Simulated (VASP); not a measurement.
A run of VASP 6.6.1 is set up as follows.

INCAR

```
  ALGO = Normal
  EDIFF = 1E-6
  ENCUT = 520
  GGA = PS
  ISIF = 2
  ISMEAR = 0
  LASPH = True
  LCHARG = False
  LREAL = False
  LWAVE = False
  NBANDS = 11
  NELM = 100
  PREC = Accurate
  SIGMA = 0.01
```

KPOINTS

```
k-points
0
Gamma
  8 8 8
```

File POSCAR:

```
BAs
1.0
    0.0000000000      2.3272291953      2.3272291953
    2.3272291953      0.0000000000      2.3272291953
    2.3272291953      2.3272291953      0.0000000000
B As
1 1
Direct
    0.0000000000      0.0000000000      0.0000000000
    0.2500000000      0.2500000000      0.2500000000
```

Potentials or basis: VASP PAW PBE potentials, release 64 (B, As).

Launch:

```bash
$ cat potpaw_PBE.64/B/POTCAR potpaw_PBE.64/As/POTCAR > POTCAR
$ mpirun -np 1 vasp_std > vasp.out
```

(1) Predict the band gap on the k mesh.

(2) Estimate the pressure.

## Answers

(1) 1.02 eV, indirect (least direct gap 3.34 eV).

(2) 13.0 GPa.

Caveat: the PAW data sets were made with another functional, which shifts forces and pressure a little.
